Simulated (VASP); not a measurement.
A run of VASP 6.6.1:

INCAR

```
SYSTEM = Co
PREC = Accurate
ENCUT = 600
EDIFF = 1E-6
ISMEAR = -1
SIGMA = 0.1
LREAL = .FALSE.
LASPH = .TRUE.
NELM = 120
ALGO = Normal
ISIF = 2
LWAVE = .FALSE.
LCHARG = .TRUE.
GGA = PE
LELF = .TRUE.
LVHAR = .TRUE.
NBANDS = 24
GGA_COMPAT = .FALSE.
```

The input KPOINTS:

```
Automatic mesh
0
G
  12 12 12
  0 0 0
```

POSCAR

```
Co
1.0
    0.0000000000      2.4626286587      2.4626286587
    2.4626286587      0.0000000000      2.4626286587
    2.4626286587      2.4626286587      0.0000000000
Co
2
Direct
    0.1250000000      0.1250000000      0.1250000000
    0.8750000000      0.8750000000      0.8750000000
```

Potentials or basis: VASP PAW PBE potentials, release 64 (Co_sv).

Launch:

```sh
$ cat potpaw_PBE.64/Co_sv/POTCAR > POTCAR
$ mpirun -np 1 vasp_std > vasp.out
```

Hardware: 1 thread of Intel(R) Xeon(R) Platinum 8488C (Sapphire Rapids), on a shared host.

Question: Estimate the wall time of this run.

Answer: It took 35 s on 1 thread of Intel(R) Xeon(R) Platinum 8488C (Sapphire Rapids) (shared host), peak memory 0.18 GiB. Counts: scf iterations 12, k points 72.
